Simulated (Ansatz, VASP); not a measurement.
# Two plane-wave programs on ScGa2N3

```
Sc Ga N
1.0
     3.09856    0.00000    0.00000
    -1.54928    2.68344    0.00000
     0.00000    0.00000   14.90532
Sc Ga N
2 4 6
Direct
  0.00000 0.00000 0.25000
  0.00000 0.00000 0.75000
  0.33333 0.66667 0.08249
  0.33333 0.66667 0.58249
  0.66667 0.33333 0.41751
  0.66667 0.33333 0.91751
  0.33333 0.66667 0.33707
  0.33333 0.66667 0.83707
  0.66667 0.33333 0.16293
  0.66667 0.33333 0.66293
  0.00000 0.00000 0.50000
  0.00000 0.00000 0.00000
```

Alike in both runs: task single point; functional PBE; k mesh 6 × 6 × 1; occupations gaussian, width 0.1 eV; no spin polarisation.

```csv
,VASP,Ansatz
version,VASP 6.6.1,Ansatz 0.2.0
potentials or method,"VASP PAW PBE potentials, release 64 (Sc_sv, Ga_d, N), cutoff 520 eV","scalar-relativistic, plane waves, PAW"
valence electrons in the cell,104,104
```

|  | VASP | Ansatz | Ansatz less VASP |
| --- | --- | --- | --- |
| gap on the k mesh at the Fermi level (eV) | 1.43 | 1.45 | +0.019 |
| least direct gap on the mesh (eV) | 1.71 | 1.72 | +0.014 |
| pressure (GPa) | 0.8 | -0.1 | -0.87 |
| traceless stress, the component that is largest in VASP (GPa) | -0.05 | -0.04 | +0.007 |
| rms of the force components (eV/Å) | 0.012 | 0.002 | -0.0104 |

Atom by atom the forces differ by 0.011 eV/Å (rms over components).

The k mesh is coarse, so the values compare programs but aren't converged.
